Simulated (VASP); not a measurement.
# Nb (Im-3m) in VASP: single point with r2SCAN

Aim: the single point of Nb with r2SCAN.

Program: VASP 6.6.1. These are calculated values, not measurements. Logs are shortened: lines on timing, memory, paths and dates and some standing lists are left out, and cuts for length are marked.

### Step 1. The cell of the first run

It takes space group Im-3m (No. 229, cubic). The conventional cell has a = 3.309 Å, b = 3.309 Å, c = 3.309 Å, α = 90.00°, β = 90.00°, γ = 90.00°. Nb (site symmetry m-3m) has 14 Nb at 2.87 to 3.31 Å within 3.8 Å.

### Step 2. Single point, r2SCAN

POSCAR reads:

```
Nb
1.0
    0.0000000000      6.6171497896      6.6171497896
    6.6171497896      0.0000000000      6.6171497896
    6.6171497896      6.6171497896      0.0000000000
Nb
32
Direct
    0.0000000000      0.0000000000      0.0000000000
    0.1250000000      0.1250000000      0.1250000000
    0.2500000000      0.2500000000      0.2500000000
    0.3750000000      0.3750000000      0.3750000000
    0.0000000000      0.0000000000      0.5000000000
    0.1250000000      0.1250000000      0.6250000000
    0.2500000000      0.2500000000      0.7500000000
    0.3750000000      0.3750000000      0.8750000000
    0.0000000000      0.5000000000      0.0000000000
    0.1250000000      0.6250000000      0.1250000000
    0.2500000000      0.7500000000      0.2500000000
    0.3750000000      0.8750000000      0.3750000000
    0.0000000000      0.5000000000      0.5000000000
    0.1250000000      0.6250000000      0.6250000000
    0.2500000000      0.7500000000      0.7500000000
    0.3750000000      0.8750000000      0.8750000000
    0.5000000000      0.0000000000      0.0000000000
    0.6250000000      0.1250000000      0.1250000000
    0.7500000000      0.2500000000      0.2500000000
    0.8750000000      0.3750000000      0.3750000000
    0.5000000000      0.0000000000      0.5000000000
    0.6250000000      0.1250000000      0.6250000000
    0.7500000000      0.2500000000      0.7500000000
    0.8750000000      0.3750000000      0.8750000000
    0.5000000000      0.5000000000      0.0000000000
    0.6250000000      0.6250000000      0.1250000000
    0.7500000000      0.7500000000      0.2500000000
    0.8750000000      0.8750000000      0.3750000000
    0.5000000000      0.5000000000      0.5000000000
    0.6250000000      0.6250000000      0.6250000000
    0.7500000000      0.7500000000      0.7500000000
    0.8750000000      0.8750000000      0.8750000000
```

INCAR.step1 reads:

```
PREC = Accurate
ENCUT = 520
ISMEAR = 1
SIGMA = 0.1
LREAL = Auto
LASPH = True
NELM = 80
NBANDS = 230
GGA = PE
ALGO = Normal
EDIFF = 1E-4
LWAVE = True
LCHARG = False
KPAR = 2
NCORE = 2
```

INCAR.step2 reads:

```
PREC = Accurate
ENCUT = 520
EDIFF = 1E-6
ISMEAR = 1
SIGMA = 0.1
LREAL = Auto
LASPH = True
NELM = 80
ALGO = Normal
ISIF = 2
LWAVE = False
LCHARG = False
METAGGA = R2SCAN
LMIXTAU = True
NBANDS = 230
ISTART = 1
KPAR = 2
NCORE = 2
```

KPOINTS reads:

```
Automatic mesh
0
Gamma
  2 2 2
```

Potentials or basis: VASP PAW PBE potentials, release 64 (Nb_sv).

On the command line:

```console
> cat potpaw_PBE.64/Nb_sv/POTCAR > POTCAR
> cp INCAR.step1 INCAR
> mpirun -np 4 vasp_std > vasp.out
> cp INCAR.step2 INCAR
> mpirun -np 4 vasp_std > vasp.out
```

OUTCAR:

```text
PREC = Accurate
   ENCUT = 520
   EDIFF = 1E-6
   ISMEAR = 1
   LREAL = Auto
   LASPH = True
   NELM = 80
   ISIF = 2
   METAGGA = R2SCAN
   ISTART = 1

 ion  position               nearest neighbor table
   1  0.000  0.000  0.000-   2 2.87  32 2.87  10 2.87  16 2.87  18 2.87  24 2.87  28 2.87   6 2.87

   2  0.125  0.125  0.125-   1 2.87   3 2.87   5 2.87   7 2.87   9 2.87  11 2.87  17 2.87  19 2.87

   3  0.250  0.250  0.250-   2 2.87   4 2.87   6 2.87   8 2.87  10 2.87  12 2.87  18 2.87  20 2.87

   4  0.375  0.375  0.375-   3 2.87  29 2.87  11 2.87  13 2.87  19 2.87  21 2.87  25 2.87   7 2.87

   5  0.000  0.000  0.500-   6 2.87  28 2.87  12 2.87  14 2.87  20 2.87  22 2.87   2 2.87  32 2.87

   6  0.125  0.125  0.625-   5 2.87   7 2.87   1 2.87   3 2.87  13 2.87  15 2.87  21 2.87  23 2.87
[... 47 lines left out ...]
  30  0.625  0.625  0.625-  29 2.87  31 2.87  21 2.87  23 2.87  25 2.87  27 2.87  13 2.87  15 2.87

  31  0.750  0.750  0.750-  30 2.87  32 2.87  22 2.87  24 2.87  26 2.87  28 2.87  14 2.87  16 2.87

  32  0.875  0.875  0.875-   1 2.87  31 2.87   9 2.87  15 2.87  17 2.87  23 2.87  27 2.87   5 2.87

  LATTYP: Found a face centered cubic cell.
 ALAT       =    13.2342995792

  Lattice vectors:

 A1 = (   0.0000000000,   6.6171497896,   6.6171497896)
 A2 = (   6.6171497896,   0.0000000000,   6.6171497896)
 A3 = (   6.6171497896,   6.6171497896,   0.0000000000)

Analysis of symmetry for initial positions (statically):
=====================================================================
 Subroutine PRICEL returns following result:

  LATTYP: Found a body centered cubic cell.
 ALAT       =     3.3085748948

  Lattice vectors:

 A1 = (  -1.6542874474,  -1.6542874474,  -1.6542874474)
 A2 = (   1.6542874474,  -1.6542874474,   1.6542874474)
 A3 = (  -1.6542874474,   1.6542874474,   1.6542874474)

  32 primitive cells build up your supercell.

 Routine SETGRP: Setting up the symmetry group for a
 face centered cubic supercell.

 Subroutine GETGRP returns: Found 48 space group operations
 (whereof 48 operations were pure point group operations)
 out of a pool of 48 trial point group operations.

The static configuration has the point symmetry O_h .

Analysis of symmetry for dynamics (positions and initial velocities):
=====================================================================
 Subroutine PRICEL returns following result:

  LATTYP: Found a body centered cubic cell.
 ALAT       =     3.3085748948

  Lattice vectors:

 A1 = (  -1.6542874474,  -1.6542874474,  -1.6542874474)
 A2 = (   1.6542874474,  -1.6542874474,   1.6542874474)
 A3 = (  -1.6542874474,   1.6542874474,   1.6542874474)

  32 primitive cells build up your supercell.

 Routine SETGRP: Setting up the symmetry group for a
 face centered cubic supercell.

 Subroutine GETGRP returns: Found 48 space group operations
 (whereof 48 operations were pure point group operations)
 out of a pool of 48 trial point group operations.

The dynamic configuration has the point symmetry O_h .

 Subroutine INISYM returns: Found 48 space group operations
 (whereof 48 operations are pure point group operations),
 and found    32 'primitive' translations

----------------------------------------------------------------------------------------

                                     Primitive cell

  volume of cell :      18.1089

  direct lattice vectors                    reciprocal lattice vectors
    -1.654287447 -1.654287447 -1.654287447    -0.302244934 -0.302244934  0.000000000
     1.654287447 -1.654287447  1.654287447     0.000000000 -0.302244934  0.302244934
    -1.654287447  1.654287447  1.654287447    -0.302244934  0.000000000  0.302244934

  length of vectors
     2.865309909  2.865309909  2.865309909     0.427438885  0.427438885  0.427438885

  position of ions in fractional coordinates (direct lattice)
     0.000000000  0.000000000  0.000000000

  ion indices of the primitive-cell ions
   primitive index   ion index
                 1           1

----------------------------------------------------------------------------------------

 KPOINTS: Automatic mesh

Automatic generation of k-mesh.
 Grid dimensions read from file:
 generate k-points for:    2    2    2

 Generating k-lattice:

  Cartesian coordinates                     Fractional coordinates (reciprocal lattice)
    -0.037780617  0.037780617  0.037780617     0.500000000  0.000000000  0.000000000
     0.037780617 -0.037780617  0.037780617     0.000000000  0.500000000  0.000000000
     0.037780617  0.037780617 -0.037780617     0.000000000  0.000000000  0.500000000

  Length of vectors
     0.065437948  0.065437948  0.065437948

  Shift w.r.t. Gamma in fractional coordinates (k-lattice)
     0.000000000  0.000000000  0.000000000

 Subroutine IBZKPT returns following result:
 ===========================================

 Found      3 irreducible k-points:

 Following reciprocal coordinates:
            Coordinates               Weight
  0.000000  0.000000  0.000000      1.000000
  0.500000  0.000000  0.000000      4.000000
  0.500000  0.500000  0.000000      3.000000
   k-points           NKPTS =      3   k-points in BZ     NKDIM =      3   number of bands    NBANDS=    230
   number of dos      NEDOS =    301   number of ions     NIONS =     32
   total plane-waves  NPLWV = 343000
   dimension x,y,z NGX =    70 NGY =   70 NGZ =   70
   dimension x,y,z NGXF=   140 NGYF=  140 NGZF=  140
   ions per type =              32
   NGX,Y,Z   is equivalent  to a cutoff of  12.44, 12.44, 12.44 a.u.
   NGXF,Y,Z  is equivalent  to a cutoff of  24.87, 24.87, 24.87 a.u.
 SYSTEM =  unknown system
   PREC   = accura    normal or accurate (medium, high low for compatibility)
   ISTART =      1    job   : 0-new  1-cont  2-samecut
   ICHARG =      0    charge: 1-file 2-atom 10-const
   ISPIN  =      1    spin polarized calculation?
   LNONCOLLINEAR =      F non collinear calculations
   LSORBIT =      F    spin-orbit coupling
   LASPH  =      T    aspherical Exc in radial PAW
   ENCUT  =  520.0 eV  38.22 Ry    6.18 a.u.  17.40 17.40 17.40*2*pi/ulx,y,z
   NELM   =     80;   NELMIN=  2; NELMDL=  0     # of ELM steps
   EDIFF  = 0.1E-05   stopping-criterion for ELM
   LREAL  =      T    real-space projection
   EDIFFG = 0.1E-04   stopping-criterion for IOM
   NSW    =      0    number of steps for IOM
   IBRION =     -1    ionic relax: 0-MD 1-quasi-New 2-CG
   NFREE  =      0    steps in history (QN), initial steepest desc. (CG)
   ISIF   =      2    stress and relaxation
   ISYM   =      2    0-nonsym 1-usesym 2-fastsym
   POTIM  = 0.5000    time-step for ionic-motion
   TEBEG  =    0.0;   TEEND  =   0.0 temperature during run
   PSTRESS=    0.0 pullay stress
   NELECT =     416.0000    total number of electrons
   NUPDOWN=      -1.0000    fix difference up-down
   EMIN   =  10.00;   EMAX   =-10.00  energy-range for DOS
   EFERMI =   0.00;   METHOD = LEGACY
   ISMEAR =     1;   SIGMA  =   0.10  broadening in eV -4-tet -1-fermi 0-gaus
   EFERMI_NEDOS =   21; number of points for ismear=-14 and -15
   IALGO  =     38    algorithm
   IMIX   =      4    mixing-type and parameters
     AMIX     =   0.40;   BMIX     =  1.00
     AMIX_MAG =   1.60;   BMIX_MAG =  1.00
  volume/ion in A,a.u.               =      18.11       122.21
  Fermi-wavevector in a.u.,A,eV,Ry     =   1.465857  2.770068 29.235343  2.148737
  Thomas-Fermi vector in A             =   2.581664
   LORBIT       =      0    0 simple, 1 ext, 2 COOP (PROOUT), +10 PAW based schemes
   METAGGA = R2SCAN    functional components
   LHFCALC =     F    Hartree Fock is set to
   AEXX    =    0.0000 exact exchange contribution
   IVDW    =     0    specifies the selected vdW correction
   LEPSILON=     F    determine dielectric tensor
   LRPA    =     F    only Hartree local field effects (RPA)
 non-spin polarized calculation
 Methfessel and Paxton  Order N= 1 SIGMA  =   0.10
  energy-cutoff  :      520.00
  volume of cell :      579.49
 maximum number of plane-waves:     15644
 NGX is ok and might be reduce to    70
   NGX = 35   NGY = 35   NGZ = 35

 number of electron     415.9999993 magnetization

 Free energy of the ion-electron system (eV)
  ---------------------------------------------------
  ext. energy  EPLUGINS =         0.00000000
  ---------------------------------------------------
  free energy    TOTEN  =      -795.09971120 eV

  energy without entropy =     -795.06204438  energy(sigma->0) =     -795.08715559

 E-fermi :  11.2322     XC(G=0): -13.5941

 val. band max:       11.0077111656   @ k =   0.5000   0.0000   0.0000
 cond. band min:      11.2432302666   @ k =   0.5000   0.0000   0.0000
 fundamental gap:      0.2355191011
 Fermi energy:        11.2322343726

 k-point     1 :       0.0000    0.0000    0.0000
  band No.  band energies     occupation
      1     -45.0854      2.00000
      2     -44.9119      2.00000
      3     -44.9119      2.00000
      4     -44.9119      2.00000
      5     -44.9119      2.00000
      6     -44.9119      2.00000
[... 212 lines left out ...]
    219      12.0931     -0.00000
    220      12.0931     -0.00000

 k-point     2 :       0.5000    0.0000    0.0000
  band No.  band energies     occupation
      1     -45.0304      2.00000
      2     -45.0304      2.00000
      3     -44.9137      2.00000
      4     -44.9137      2.00000
      5     -44.9137      2.00000
      6     -44.9137      2.00000
[... 212 lines left out ...]
    219      11.4791     -0.00266
    220      11.4791     -0.00266

 k-point     3 :       0.5000    0.5000    0.0000
  band No.  band energies     occupation
      1     -45.0114      2.00000
      2     -45.0114      2.00000
      3     -44.9551      2.00000
      4     -44.9551      2.00000
      5     -44.9551      2.00000
      6     -44.9551      2.00000
[... 212 lines left out ...]
    219      11.9485     -0.00000
    220      11.9485     -0.00000
 [bands above 220 left out]

------------------------ aborting loop because EDIFF is reached ----------------------------------------

  FORCE on cell =-STRESS in cart. coord.  units (eV):
  Direction    XX          YY          ZZ          XY          YZ          ZX
  --------------------------------------------------------------------------------------
  -------------------------------------------------------------------------------------
  Total       -6.9259677     -6.9259677     -6.9259677      0.0000000      0.0000000     -0.0000000
  in kB      -19.1490904    -19.1490904    -19.1490904      0.0000000      0.0000000     -0.0000000
  external PRESSURE =     -19.1490904 kB  Pullay stress =       0.0000000 kB

 VOLUME and BASIS-vectors are now :
 -----------------------------------------------------------------------------
  energy-cutoff  :      520.00
  volume of cell :      579.49
      direct lattice vectors                 reciprocal lattice vectors
     0.000000000  6.617149790  6.617149790    -0.075561233  0.075561233  0.075561233
     6.617149790  0.000000000  6.617149790     0.075561233 -0.075561233  0.075561233
     6.617149790  6.617149790  0.000000000     0.075561233  0.075561233 -0.075561233

 POSITION                                       TOTAL-FORCE (eV/Angst)
 -----------------------------------------------------------------------------------
      0.00000      0.00000      0.00000        -0.000000     -0.000000     -0.000000
      1.65429      1.65429      1.65429        -0.000000     -0.000000      0.000000
      3.30857      3.30857      3.30857         0.000000      0.000000      0.000000
      4.96286      4.96286      4.96286        -0.000000      0.000000      0.000000
      3.30857      3.30857      0.00000        -0.000000      0.000000     -0.000000
      4.96286      4.96286      1.65429         0.000000     -0.000000     -0.000000
[... 24 lines left out ...]
      9.92572      9.92572      9.92572        -0.000000     -0.000000     -0.000000
     11.58001     11.58001     11.58001        -0.000000      0.000000      0.000000
 -----------------------------------------------------------------------------------
    total drift:                                0.000000      0.000000      0.000000

  FREE ENERGIE OF THE ION-ELECTRON SYSTEM (eV)
  ---------------------------------------------------
  free  energy   TOTEN  =      -795.0997111984 eV

  energy  without entropy=     -795.0620443835  energy(sigma->0) =     -795.08715559
```

It took 34 min on 4 MPI ranks of Oxide Virtual Turin-like, shared host; peak memory 0.56 GiB.

Results:

| Quantity | Value |
| --- | --- |
| Free energy | -795.0997 eV |
| Pressure | -1.9 GPa |
| Band gap on the k mesh | zero (bands 208 and 209 overlap by 1.24 eV) |

Caveat: the k points lie up to 0.41 Å⁻¹ apart, too coarse for converged energies and pressures of a metal; the PAW data sets were made with another functional, which shifts forces and pressure a little.

The gap in the log of VASP goes by the Fermi energy; the results here count the filled bands.